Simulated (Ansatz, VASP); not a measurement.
## Two plane-wave programs on SiC

The input INCAR:

```
PREC = Accurate
ENCUT = 520
EDIFF = 1E-7
ISMEAR = 0
SIGMA = 0.05
LREAL = F
LASPH = T
NELM = 100
ALGO = Normal
ISIF = 2
LWAVE = F
LCHARG = T
GGA = PE
LELF = T
LVHAR = T
NBANDS = 16
```

The input KPOINTS:

```
regular mesh
0
Gamma
  12 12 6
```

The input POSCAR:

```
SiC
1.0
    3.3391077199      0.0000000000      0.0000000000
   -1.6695538599      2.8917521114      0.0000000000
    0.0000000000      0.0000000000      4.8710603303
Si C
2 2
Direct
    0.3333333333      0.6666666667      0.0045635313
    0.6666666667      0.3333333333      0.5045635313
    0.3333333333      0.6666666667      0.3804364687
    0.6666666667      0.3333333333      0.8804364687
```

Input for Ansatz:

```yaml
crystal:
  lattice:
    - [3.3391077199, 0.0, 0.0]
    - [-1.6695538599, 2.8917521114, 0.0]
    - [0.0, 0.0, 4.8710603303]
  atoms:
    - { symbol: Si, position: [0.3333333333, 0.6666666667, 0.0045635313] }
    - { symbol: Si, position: [0.6666666667, 0.3333333333, 0.5045635313] }
    - { symbol: C, position: [0.3333333333, 0.6666666667, 0.3804364687] }
    - { symbol: C, position: [0.6666666667, 0.3333333333, 0.8804364687] }
basis:
  ecutwfc: 420
kpoints:
  mp_grid: { grid: [12, 12, 6] }
hamiltonian:
  xc: pbe
scf:
  occupations: { method: gaussian, width: 0.05 }
output:
  forces: true
  stress: true
  eigenvalues: true
```

Change from the starting cell: strain +0.080 along x and y, -0.040 along z, atoms carried along.

Alike in both runs: task single point; functional PBE; k mesh 12 × 12 × 6; occupations gaussian, width 0.05 eV; no spin polarisation.

```csv
,VASP,Ansatz
version,VASP 6.6.1,Ansatz 0.2.0
potentials or method,"VASP PAW PBE potentials, release 64 (Si, C), cutoff 520 eV","scalar-relativistic, plane waves, PAW"
valence electrons in the cell,16,16
```

VASP gave:

```
gap on the k mesh at the Fermi level (eV)                     : 1.74
least direct gap on the mesh (eV)                             : 2.10
pressure (GPa)                                                : -16.1
traceless stress, the component that is largest in VASP (GPa) : 34.36
rms of the force components (eV/Å)                            : 0.588
```

Problem. What did Ansatz give for the same quantities?

Solution. gap on the k mesh at the Fermi level (eV): 1.75; least direct gap on the mesh (eV): 2.11; pressure (GPa): -16.1; traceless stress, the component that is largest in VASP (GPa): 34.22; rms of the force components (eV/Å): 0.587.

Atom by atom the forces differ by 0.000 eV/Å (rms over components).
